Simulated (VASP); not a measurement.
BN:

```
B N
1.0
     2.50400    0.00000    0.00000
    -1.25200    2.16853    0.00000
     0.00000    0.00000    6.66100
B N
2 2
Direct
  0.33333 0.66667 0.25000
  0.66667 0.33333 0.75000
  0.66667 0.33333 0.25000
  0.33333 0.66667 0.75000
```

Base run:

| Property | Result |
| --- | --- |
| Program | VASP 6.6.1 |
| Functional | PBE |
| Potentials or basis | VASP PAW PBE potentials, release 64 (B, N) |
| Cutoff | 600 eV |
| k mesh | 12 × 12 × 4 |
| Occupations | gaussian, width 0.01 eV |
| Spin | no spin polarisation |

Its results: band gap on the k mesh 4.28 eV, indirect (least direct gap 4.64 eV); pressure 3.2 GPa.

Task: The run is repeated on the same cell with these changes: k mesh from 12 × 12 × 4 to 9 × 9 × 3. What comes out?

Result: Band gap on the k mesh 4.42 eV, indirect (least direct gap 4.70 eV); pressure 3.2 GPa.

Caveats: this functional lacks dispersion, which binds the layers, so the pressure and a relaxed spacing across them are unreliable.

A k mesh can miss the band edges.
